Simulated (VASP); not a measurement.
Wanted: the native input for a VASP 6.6.1 run.

- Task: single point
- Functional: PBE
- Potentials or basis: VASP PAW PBE potentials, release 64 (Mo_sv, F)
- Cutoff: 520 eV
- k mesh: 3 × 3 × 3
- Occupations: fermi-dirac, width 0.1 eV
- Spin: no spin polarisation
- Dipole correction: no
- Further INCAR settings: LREAL = Auto; ALGO = Normal; EDIFF = 1e-06; NBANDS = 130

The structure of Mo16F (a cell with a defect) lies in POSCAR:

```
Mo16F
1.0
    6.3000000000      0.0000000000      0.0000000000
    0.0000000000      6.3000000000      0.0000000000
    0.0000000000      0.0000000000      6.3000000000
Mo F
16 1
Direct
    0.0043173016      0.0019757143     -0.0039712698
    0.4958539683      0.0019755556     -0.0039714286
    0.0017523810      0.4992192063     -0.0000855556
    0.0013365079     -0.0017080952      0.5032226984
    0.2500853968      0.2480442857      0.2482877778
    0.4984182540      0.4992192063     -0.0000853968
    0.4988339683     -0.0017090476      0.5032226984
    0.7500857143      0.2307242857      0.2341603175
    0.0317452381      0.4950536508      0.5251855556
    0.2500853968      0.7520693651      0.2463695238
    0.2500849206      0.2432312698      0.7562969841
    0.4684260317      0.4950512698      0.5251855556
    0.7500853968      0.7880261905      0.2191142857
    0.7500857143      0.2470753968      0.7525079365
    0.2500853968      0.7523723810      0.7538998413
    0.7500857143      0.7513842857      0.7521695238
    0.7500857143      0.5171226984      0.3826709524
```

One way to write it, as run:

INCAR

```
PREC = Accurate
ENCUT = 520
EDIFF = 1E-6
ISMEAR = -1
SIGMA = 0.1
LREAL = Auto
LASPH = True
NELM = 80
ALGO = Normal
ISIF = 2
LWAVE = False
LCHARG = True
GGA = PE
LELF = True
LVHAR = True
NBANDS = 130
```

KPOINTS

```
regular mesh
0
Gamma
  3 3 3
```

Potentials or basis: VASP PAW PBE potentials, release 64 (Mo_sv, F).

Launch:

```bash
$ cat potpaw_PBE.64/Mo_sv/POTCAR potpaw_PBE.64/F/POTCAR > POTCAR
$ mpirun -np 1 vasp_std > vasp.out
```

It gave:

```json
{
 "Pressure": "16.1 GPa",
 "Largest force": "0.360 eV/Å",
 "Band gap on the k mesh": "zero (an odd number of electrons rules out a gap without spin polarisation)"
}
```

Wall time 16 min on 1 thread of Intel Xeon 8259CL, with other jobs on the host, peak memory 0.45 GiB.
